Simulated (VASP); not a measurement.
# P (C2/m) in VASP: a series of runs, part 2 of 2

VASP 6.6.1. Earlier steps stand in the parts before.

**4. Single point, PBEsol (equal xy, yz and zx shear strains of +1 %)**

INCAR reads:

```
PREC = Accurate ; ENCUT = 500
EDIFF = 1E-6 ; ISMEAR = -1
SIGMA = 0.08 ; LREAL = False
LASPH = True ; NELM = 120
ALGO = Normal ; ISIF = 2
LWAVE = False ; LCHARG = False
GGA = PS ; NBANDS = 8
GGA_COMPAT = False
```

KPOINTS reads:

```
Automatic mesh
0
Gamma
  10 10 9
```

POSCAR reads:

```
P
1.0
    4.2729048574      0.0213645243      0.0213645243
    0.0213645243      4.2729048574      0.0213645243
    0.0218900000      0.0218900000      4.3780000000
P
1
Direct
    0.0000000000      0.0000000000      0.0000000000
```

Potentials or basis: VASP PAW PBE potentials, release 64 (P).

The run is started by

```console
$ cat potpaw_PBE.64/P/POTCAR > POTCAR
$ mpirun -np 1 vasp_std > vasp.out
```

OUTCAR:

```text
PREC = Accurate
   ENCUT = 500
   EDIFF = 1E-6
   ISMEAR = -1
   LREAL = False
   LASPH = True
   NELM = 120
   ISIF = 2
   GGA = PS

 ion  position               nearest neighbor table
   1  0.000  0.000  0.000-

  LATTYP: Found a base centered monoclinic cell.
 ALAT       =     6.0731643166
 B/A-ratio  =     0.9900252466
 C/A-ratio  =     0.7208942851
 COS(beta)  =    -0.0141062544

  Lattice vectors:

 A1 = (  -4.2729048574,  -0.0213645243,  -0.0213645243)
 A2 = (  -0.0213645243,  -4.2729048574,  -0.0213645243)
 A3 = (   0.0218900000,   0.0218900000,   4.3780000000)

Analysis of symmetry for initial positions (statically):
=====================================================================
 Subroutine PRICEL returns:
 Original cell was already a primitive cell.

 Routine SETGRP: Setting up the symmetry group for a
 base centered monoclinic supercell.

 Subroutine GETGRP returns: Found  4 space group operations
 (whereof  4 operations were pure point group operations)
 out of a pool of  4 trial point group operations.

The static configuration has the point symmetry C_2h.
[... 159 lines left out ...]

 val. band max:       -3.0701435164   @ k =  -0.2000   0.1000   0.0000
 cond. band min:      -3.0657225660   @ k =   0.2000   0.1000   0.0000
 fundamental gap:      0.0044209504
 Fermi energy:        -3.0690398525

 k-point     1 :       0.0000    0.0000    0.0000
  band No.  band energies     occupation
      1     -11.8034      2.00000
      2      -2.6258      0.00782
      3      -2.5220      0.00214
      4      -2.5116      0.00188
      5       1.5555      0.00000
      6       4.3663      0.00000
      7       4.4474      0.00000
      8       8.9733      0.00000
[... 243 lines left out ...]
 k-point    24 :       0.4000    0.3000    0.0000
  band No.  band energies     occupation
      1     -11.5455      2.00000
      2      -3.6159      1.99785
      3      -3.2574      1.82651
      4      -2.3998      0.00047
      5       3.3323      0.00000
      6       4.4279      0.00000
      7       6.3038      0.00000
      8       6.5543      0.00000

 [... further k-points ...]

------------------------ aborting loop because EDIFF is reached ----------------------------------------

  FORCE on cell =-STRESS in cart. coord.  units (eV):
  Direction    XX          YY          ZZ          XY          YZ          ZX
  --------------------------------------------------------------------------------------
  -------------------------------------------------------------------------------------
  Total       -1.9676750     -1.9676750     -1.7333824     -0.0197979     -0.0185208     -0.0185208
  in kB      -39.4433885    -39.4433885    -34.7468333     -0.3968621     -0.3712613     -0.3712614
  external PRESSURE =     -37.8778701 kB  Pullay stress =       0.0000000 kB

 VOLUME and BASIS-vectors are now :
 -----------------------------------------------------------------------------
  energy-cutoff  :      500.00
  volume of cell :       79.93
      direct lattice vectors                 reciprocal lattice vectors
     4.272904857  0.021364524  0.021364524     0.234044470 -0.001164400 -0.001164400
     0.021364524  4.272904857  0.021364524    -0.001164400  0.234044470 -0.001164400
     0.021890000  0.021890000  4.378000000    -0.001136449 -0.001136449  0.228426166

 POSITION                                       TOTAL-FORCE (eV/Angst)
 -----------------------------------------------------------------------------------
      0.00000      0.00000      0.00000        -0.000000      0.000000      0.000000
 -----------------------------------------------------------------------------------
    total drift:                                0.000000      0.000000      0.000000

  FREE ENERGIE OF THE ION-ELECTRON SYSTEM (eV)
  ---------------------------------------------------
  free  energy   TOTEN  =        -1.2057249281 eV

  energy  without entropy=       -1.1328285895  energy(sigma->0) =       -1.16927676
```

It took 53 s on 1 thread of Intel Xeon Platinum 8259CL at 2.50GHz (Skylake/Cascade Lake), shared host; peak memory 0.26 GiB.

What came out:

| Property | Result |
| --- | --- |
| Free energy | -1.2057 eV |
| Pressure | -3.8 GPa |
| Band gap on the k mesh | zero (an odd number of electrons rules out a gap without spin polarisation) |

Caveat: the cell differs from its parent crystal (equal xy, yz and zx shear strains of +1 %); the cell stands under tension; the atoms stand far beyond bonding distance, and open shells without spin polarisation read as a metal; the PAW data sets were made with another functional, which shifts forces and pressure a little.

**5. Single point, PBEsol (equal xy, yz and zx shear strains of +2 %)**

INCAR reads:

```
SYSTEM = P
  PREC = Accurate
  ENCUT = 500
  EDIFF = 1E-6
  ISMEAR = -1
  SIGMA = 0.08
  LREAL = .FALSE.
  LASPH = .TRUE.
  NELM = 120
  ALGO = Normal
  ISIF = 2
  LWAVE = .FALSE.
  LCHARG = .FALSE.
  GGA = PS
  NBANDS = 8
  GGA_COMPAT = .FALSE.
```

KPOINTS reads:

```
regular mesh
0
G
  10 10 9
  0 0 0
```

POSCAR reads:

```
P
1.0
    4.2729048574      0.0427290486      0.0427290486
    0.0427290486      4.2729048574      0.0427290486
    0.0437800000      0.0437800000      4.3780000000
P
1
Direct
    0.0000000000      0.0000000000      0.0000000000
```

The run is started by

```console
$ cat potpaw_PBE.64/P/POTCAR > POTCAR
$ mpirun -np 1 vasp_std > vasp.out
```

Wall time 55 s (1 thread of Intel Xeon Platinum 8259CL at 2.50GHz (Skylake/Cascade Lake), shared host); peak memory 0.26 GiB.

Results (log left out):

| Quantity | Value |
| --- | --- |
| Free energy | -1.2053 eV |
| Pressure | -3.8 GPa |
| Band gap on the k mesh | zero (an odd number of electrons rules out a gap without spin polarisation) |

Stress tensor (GPa, compression positive):
```
-3.94 -0.08 -0.07
-0.08 -3.94 -0.07
-0.07 -0.07 -3.47
```

Levels at points of the mesh, in eV from the Fermi level:
```
           k point  band 1  band 2  band 3  band 4  band 5
(0.00, 0.00, 0.00)   -8.73    0.44    0.54    0.56    4.62
(0.50, 0.00, 0.00)   -8.56   -0.84    0.60    0.70    6.50
(0.50, 0.50, 0.00)   -8.40   -0.56   -0.52    0.73    5.86
```

Caveat: the cell differs from its parent crystal (equal xy, yz and zx shear strains of +2 %); the cell stands under tension; the atoms stand far beyond bonding distance, and open shells without spin polarisation read as a metal; the PAW data sets were made with another functional, which shifts forces and pressure a little.

**6. Overview**

```tsv
cell	gap on the mesh (eV)	pressure (GPa)
a = 4.273, b = 4.273, c = 4.378 Å, angles 91.1°, 1 atom	none	-3.8
a = 4.273, b = 4.273, c = 4.378 Å, angles 90.6°, 1 atom	none	-3.8
a = 4.273, b = 4.273, c = 4.378 Å, angles 89.4°, 1 atom	none	-3.8
a = 4.273, b = 4.273, c = 4.378 Å, angles 88.8°, 1 atom	none	-3.8
```

Alike in all rows: task single point; level PBEsol; potentials or basis VASP PAW PBE potentials, release 64 (P); no spin polarisation; k mesh 10 × 10 × 9; cutoff (eV) 500; smearing fermi-dirac 0.08 eV.

Caveats: the cell stands under tension; the atoms stand far beyond bonding distance, and open shells without spin polarisation read as a metal; the PAW data sets were made with another functional, which shifts forces and pressure a little.

Total energies depend on the potentials used, so only differences within one code and one set of settings carry meaning.
